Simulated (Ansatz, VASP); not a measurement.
F: VASP beside Ansatz

```
F
1.0
     2.65205   -1.79017    0.27988
     2.65205    1.79017    0.27988
    -0.82835    0.00000    6.74379
F
4
Direct
  0.91386 0.58555 0.09393
  0.41445 0.08614 0.40607
  0.08614 0.41445 0.90607
  0.58555 0.91386 0.59393
```

Change from the starting cell: volume 16.216 Å^3 an atom, stretch along a over the lengths across it, relative to the relaxed cell 0.9416.

Alike in both runs: task single point; functional PBE; dispersion D3(BJ); k mesh 8 × 8 × 4; occupations gaussian, width 0.05 eV; no spin polarisation.

|  | VASP | Ansatz |
| --- | --- | --- |
| version | VASP 6.6.1 | Ansatz 0.2.0 |
| potentials or method | VASP PAW PBE potentials, release 64 (F), cutoff 520 eV | scalar-relativistic, plane waves, PAW |
| valence electrons in the cell | 28 | 28 |

```tsv
	VASP	Ansatz	Ansatz less VASP
gap on the k mesh at the Fermi level (eV)	2.93	3.00	+0.072
least direct gap on the mesh (eV)	2.93	3.00	+0.072
pressure (GPa)	0.6	0.3	-0.33
traceless stress, the component that is largest in VASP (GPa)	1.16	-0.09	-1.242
rms of the force components (eV/Å)	0.227	0.012	-0.2148
```

Atom by atom the forces differ by 0.215 eV/Å (rms over components).
